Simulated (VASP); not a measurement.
# SiNi3 (P4mm) in VASP: further runs

Runs on SiNi3. Level: PBEsol. Tasks: single point.

Everything below comes from runs of VASP 6.6.1. Logs are shortened: lines on timing, memory, paths and dates and some standing lists are left out, and cuts for length are marked.

**1. The cell of the first run**

It takes space group P4mm (No. 99, tetragonal). The conventional cell has a = 3.461 Å, b = 3.461 Å, c = 3.461 Å, α = 90.00°, β = 90.00°, γ = 90.00°. Within 2.9 Å of Si (site symmetry 4mm) lie 12 Ni at 2.12 to 2.82 Å. Ni (site symmetry 2mm) has 4 Si at 2.12 to 2.82 Å and 8 Ni at 2.45 Å within 2.9 Å. Within 3.2 Å of Ni (site symmetry 4mm) lie 8 Ni at 2.45 Å and 4 Si at 2.50 Å.

**2. Single point, PBEsol (all Ni atoms moved -0.500 Å, as atom 2 along Cartesian [0 1 0])**

Contents of INCAR:

```
PREC = Accurate
ENCUT = 520
EDIFF = 1E-6
ISMEAR = 0
SIGMA = 0.15
LREAL = False
LASPH = True
NELM = 60
ALGO = Fast
ISIF = 2
LWAVE = False
LCHARG = False
GGA = PS
NBANDS = 25
```

Contents of KPOINTS:

```
regular mesh
0
Gamma
  14 14 14
```

Contents of POSCAR:

```
SiNi3
1.0
    3.4612457436      0.0000000000      0.0000000000
    0.0000000000      3.4612457436      0.0000000000
    0.0000000000      0.0000000000      3.4612457436
Si Ni
1 3
Direct
    0.0000000000      0.0000000000      0.0000000000
    0.0000000000      0.3555433399      0.5000000000
    0.5000000000     -0.1444566601      0.5000000000
    0.5000000000      0.3555433399      0.0000000000
```

Potentials or basis: VASP PAW PBE potentials, release 64 (Si, Ni).

Command:

```console
$ cat potpaw_PBE.64/Si/POTCAR potpaw_PBE.64/Ni/POTCAR > POTCAR
$ mpirun -np 1 vasp_std > vasp.out
```

OUTCAR:

```text
PREC = Accurate
   ENCUT = 520
   EDIFF = 1E-6
   ISMEAR = 0
   LREAL = False
   LASPH = True
   NELM = 60
   ISIF = 2
   GGA = PS

 ion  position               nearest neighbor table
   1  0.000  0.000  0.000-   2 2.12   4 2.12   2 2.12   4 2.12   3 2.50   3 2.50   3 2.50   3 2.50
                             2 2.82   4 2.82   2 2.82   4 2.82
   2  0.000  0.356  0.500-   1 2.12   1 2.12   4 2.45   3 2.45   4 2.45   3 2.45   3 2.45   4 2.45
                             4 2.45   3 2.45   1 2.82   1 2.82
   3  0.500  0.856  0.500-   2 2.45   4 2.45   4 2.45   2 2.45   4 2.45   4 2.45   2 2.45   2 2.45
                             1 2.50   1 2.50   1 2.50   1 2.50
   4  0.500  0.356  0.000-   1 2.12   1 2.12   3 2.45   2 2.45   3 2.45   3 2.45   3 2.45   2 2.45
                             2 2.45   2 2.45   1 2.82   1 2.82

  LATTYP: Found a simple cubic cell.
 ALAT       =     3.4612457436

  Lattice vectors:

 A1 = (   3.4612457436,   0.0000000000,   0.0000000000)
 A2 = (   0.0000000000,   3.4612457436,   0.0000000000)
 A3 = (   0.0000000000,   0.0000000000,   3.4612457436)

Analysis of symmetry for initial positions (statically):
=====================================================================
 Subroutine PRICEL returns:
 Original cell was already a primitive cell.

 Routine SETGRP: Setting up the symmetry group for a
 simple cubic supercell.

 Subroutine GETGRP returns: Found  8 space group operations
 (whereof  8 operations were pure point group operations)
 out of a pool of 48 trial point group operations.

The static configuration has the point symmetry C_4v.

Analysis of symmetry for dynamics (positions and initial velocities):
=====================================================================
 Subroutine PRICEL returns:
 Original cell was already a primitive cell.

 Routine SETGRP: Setting up the symmetry group for a
 simple cubic supercell.

 Subroutine GETGRP returns: Found  8 space group operations
 (whereof  8 operations were pure point group operations)
 out of a pool of 48 trial point group operations.

The dynamic configuration has the point symmetry C_4v.

 Subroutine INISYM returns: Found  8 space group operations
 (whereof  8 operations are pure point group operations),
 and found     1 'primitive' translations

----------------------------------------------------------------------------------------

                                     Primitive cell

  volume of cell :      41.4665
[... 88 lines left out ...]
   LNONCOLLINEAR =      F non collinear calculations
   LSORBIT =      F    spin-orbit coupling
   LASPH  =      T    aspherical Exc in radial PAW
   ENCUT  =  520.0 eV  38.22 Ry    6.18 a.u.   6.44  6.44  6.44*2*pi/ulx,y,z
   NELM   =     60;   NELMIN=  2; NELMDL= -5     # of ELM steps
   EDIFF  = 0.1E-05   stopping-criterion for ELM
   LREAL  =      F    real-space projection
   EDIFFG = 0.1E-04   stopping-criterion for IOM
   NSW    =      0    number of steps for IOM
   IBRION =     -1    ionic relax: 0-MD 1-quasi-New 2-CG
   NFREE  =      0    steps in history (QN), initial steepest desc. (CG)
   ISIF   =      2    stress and relaxation
   ISYM   =      2    0-nonsym 1-usesym 2-fastsym
   POTIM  = 0.5000    time-step for ionic-motion
   TEBEG  =    0.0;   TEEND  =   0.0 temperature during run
   PSTRESS=    0.0 pullay stress
   NELECT =      34.0000    total number of electrons
   NUPDOWN=      -1.0000    fix difference up-down
   EMIN   =  10.00;   EMAX   =-10.00  energy-range for DOS
   EFERMI =   0.00;   METHOD = LEGACY
   ISMEAR =     0;   SIGMA  =   0.15  broadening in eV -4-tet -1-fermi 0-gaus
   EFERMI_NEDOS =   21; number of points for ismear=-14 and -15
   IALGO  =     68    algorithm
   IMIX   =      4    mixing-type and parameters
     AMIX     =   0.40;   BMIX     =  1.00
     AMIX_MAG =   1.60;   BMIX_MAG =  1.00
  volume/ion in A,a.u.               =      10.37        69.96
  Fermi-wavevector in a.u.,A,eV,Ry     =   1.532270  2.895571 31.944467  2.347852
  Thomas-Fermi vector in A             =   2.639499
   LORBIT       =      0    0 simple, 1 ext, 2 COOP (PROOUT), +10 PAW based schemes
   GGA     = PS    functional components
   LHFCALC =     F    Hartree Fock is set to
   AEXX    =    0.0000 exact exchange contribution
   IVDW    =     0    specifies the selected vdW correction
   LEPSILON=     F    determine dielectric tensor
   LRPA    =     F    only Hartree local field effects (RPA)
 non-spin polarized calculation
 RMM-DIIS sequential band-by-band and
 Gauss-broadening in eV      SIGMA  =   0.15
  energy-cutoff  :      520.00
  volume of cell :       41.47
 maximum number of plane-waves:      1141
 NGX is ok and might be reduce to    28
   NGX = 13   NGY = 13   NGZ = 13

 number of electron      33.9999972 magnetization

 Free energy of the ion-electron system (eV)
  ---------------------------------------------------
  ext. energy  EPLUGINS =         0.00000000
  ---------------------------------------------------
  free energy    TOTEN  =       -25.36245166 eV

  energy without entropy =      -25.34701529  energy(sigma->0) =      -25.35473348

 E-fermi :  11.0428     XC(G=0): -13.3996

 val. band max:       11.0395362651   @ k =   0.0714   0.0000   0.5000
 cond. band min:      11.0434759661   @ k =   0.0714   0.0000   0.1429
 fundamental gap:      0.0039397010
 Fermi energy:        11.0428110481

 k-point     1 :       0.0000    0.0000    0.0000
  band No.  band energies     occupation
      1      -1.1886      2.00000
      2       5.7379      2.00000
      3       6.0445      2.00000
      4       6.9092      2.00000
      5       6.9247      2.00000
      6       6.9247      2.00000
[... 661 lines left out ...]
     24      20.4363      0.00000
     25      22.1905      0.00000

 [... further k-points ...]
[... 5 lines left out ...]
  --------------------------------------------------------------------------------------
  -------------------------------------------------------------------------------------
  Total        3.8472947      3.8961506      3.8472947      0.0000000      0.0000000      0.0000000
  in kB      148.6513086    150.5389953    148.6513086      0.0000000      0.0000000      0.0000000
  external PRESSURE =     149.2805375 kB  Pullay stress =       0.0000000 kB

 VOLUME and BASIS-vectors are now :
 -----------------------------------------------------------------------------
  energy-cutoff  :      520.00
  volume of cell :       41.47
      direct lattice vectors                 reciprocal lattice vectors
     3.461245744  0.000000000  0.000000000     0.288913320  0.000000000  0.000000000
     0.000000000  3.461245744  0.000000000     0.000000000  0.288913320  0.000000000
     0.000000000  0.000000000  3.461245744     0.000000000  0.000000000  0.288913320

 POSITION                                       TOTAL-FORCE (eV/Angst)
 -----------------------------------------------------------------------------------
      0.00000      0.00000      0.00000        -0.000000     -4.365271      0.000000
      0.00000      1.23062      1.73062        -0.000000      2.232232     -0.000000
      1.73062      2.96125      1.73062        -0.000000     -0.099192     -0.000000
      1.73062      1.23062      0.00000         0.000000      2.232232      0.000000
 -----------------------------------------------------------------------------------
    total drift:                                0.000000     -0.000684     -0.000011

  FREE ENERGIE OF THE ION-ELECTRON SYSTEM (eV)
  ---------------------------------------------------
  free  energy   TOTEN  =       -25.3624516646 eV

  energy  without entropy=      -25.3470152948  energy(sigma->0) =      -25.35473348
```

Run time: 2.5 min. Hardware: 1 thread of Intel Xeon 6975P-C (Granite Rapids), shared host; peak memory 0.35 GiB.

What came out:

```yaml
Free_energy: -25.3625 eV
Pressure: 14.9 GPa
Largest_force: 4.365 eV/Å
Band_gap_on_the_k_mesh: zero (bands 17 and 18 overlap by 0.39 eV)
```

Forces on the atoms (eV/Å):
```
Si   0.000 -4.365  0.000
Ni   0.000  2.232  0.000
Ni   0.000 -0.099  0.000
Ni   0.000  2.232  0.000
```

Caveat: the cell differs from its parent crystal (all Ni atoms moved -0.500 Å, as atom 2 along Cartesian [0 1 0]); the cell stands under pressure; the PAW data sets were made with another functional, which shifts forces and pressure a little. Spin polarisation is off, so any magnetic state and its effect on volume and gap are missing.

**3. Single point, PBEsol (all Ni atoms moved +0.375 Å, as atom 2 along Cartesian [0 1 0])**

Contents of INCAR:

```
  PREC = Accurate
  ENCUT = 520
  EDIFF = 1E-6
  ISMEAR = 0
  SIGMA = 0.15
  LREAL = False
  LASPH = True
  NELM = 80
  ALGO = Fast
  ISIF = 2
  LWAVE = False
  LCHARG = False
  GGA = PS
  NBANDS = 25
```

Contents of KPOINTS:

```
Automatic mesh
0
Gamma
  14 14 14
```

Contents of POSCAR:

```
SiNi3
1.0
    3.4612457436      0.0000000000      0.0000000000
    0.0000000000      3.4612457436      0.0000000000
    0.0000000000      0.0000000000      3.4612457436
Si Ni
1 3
Direct
    0.0000000000      0.0000000000      0.0000000000
    0.0000000000      0.6083424951      0.5000000000
    0.5000000000      0.1083424951      0.5000000000
    0.5000000000      0.6083424951      0.0000000000
```

Potentials or basis: VASP PAW PBE potentials, release 64 (Si, Ni).

Command:

```console
$ cat potpaw_PBE.64/Si/POTCAR potpaw_PBE.64/Ni/POTCAR > POTCAR
$ mpirun -np 1 vasp_std > vasp.out
```

Run time: 2.4 min. Hardware: 1 thread of Intel Xeon 6975P-C (Granite Rapids), shared host; peak memory 0.35 GiB.

It converged, with:

```yaml
Free_energy: -25.8136 eV
Pressure: 8.5 GPa
Largest_force: 2.902 eV/Å
Band_gap_on_the_k_mesh: zero (bands 17 and 18 overlap by 0.33 eV)
```

Forces in eV/Å, atoms in the order of the input:
```
Si   0.000  2.902  0.000
Ni   0.000 -1.508  0.000
Ni   0.000  0.114  0.000
Ni   0.000 -1.508  0.000
```

Stress tensor (GPa, compression positive):
```
8.00 0.00 0.00
0.00 9.37 0.00
0.00 0.00 8.00
```

Levels at points of the mesh, in eV from the Fermi level:
```
           k point  band 15  band 16  band 17  band 18  band 19  band 20
(0.00, 0.00, 0.00)    -0.35    -0.17    -0.08     0.04     0.04     4.70
(0.50, 0.00, 0.00)    -1.27    -0.57     0.04     3.34     3.92     5.37
(0.00, 0.50, 0.00)    -1.29    -0.73    -0.08     3.75     3.75     5.47
(0.50, 0.50, 0.00)    -1.22    -1.19    -1.04     0.72     0.81     5.67
(0.50, 0.00, 0.50)    -1.33    -1.06    -1.03     0.65     0.65     4.21
(0.50, 0.50, 0.50)    -1.20    -0.63    -0.29    -0.29    -0.21     1.33
```

Caveat: the cell differs from its parent crystal (all Ni atoms moved +0.375 Å, as atom 2 along Cartesian [0 1 0]); the cell stands under pressure; the PAW data sets were made with another functional, which shifts forces and pressure a little.
